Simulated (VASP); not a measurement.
Crystal: TaN.

```
Ta N
1.0
     0.00000    2.18263    2.18263
     2.18263    0.00000    2.18263
     2.18263    2.18263    0.00000
Ta N
1 1
Direct
  0.49443 0.50718 0.49273
  0.02647 0.99712 0.98522
```

Base run:

| Item | Value |
| --- | --- |
| Program | VASP 6.6.1 |
| Functional | PBE |
| Potentials or basis | VASP PAW PBE potentials, release 64 (Ta_sv_GW, N) |
| Cutoff | 600 eV |
| k mesh | 8 × 8 × 8 |
| Occupations | gaussian, width 0.15 eV |
| Spin | no spin polarisation |

Its results: band gap on the k mesh zero (band 9 reaches 16.16 eV, above the bottom of band 10 at 12.10 eV); pressure 14.1 GPa; largest force 0.822 eV/Å.

Task: The run is repeated on the same cell with these changes: potentials or basis from VASP PAW PBE potentials, release 64 (Ta_sv_GW, N) to VASP PAW PBE potentials, release 64 (Ta_pv, N); cutoff from 600 eV to 520 eV; further incar settings from ALGO = Normal; EDIFF = 1e-06; NBANDS = 16 to ALGO = Normal; EDIFF = 1e-06; NBANDS = 15; valence electrons from 18 to 16. What comes out?

Result: Band gap on the k mesh zero (band 8 reaches 11.79 eV, above the bottom of band 9 at 7.73 eV); pressure 15.0 GPa; largest force 0.820 eV/Å.

Caveats: spin-orbit coupling is left out, which moves the levels of the heavy elements.
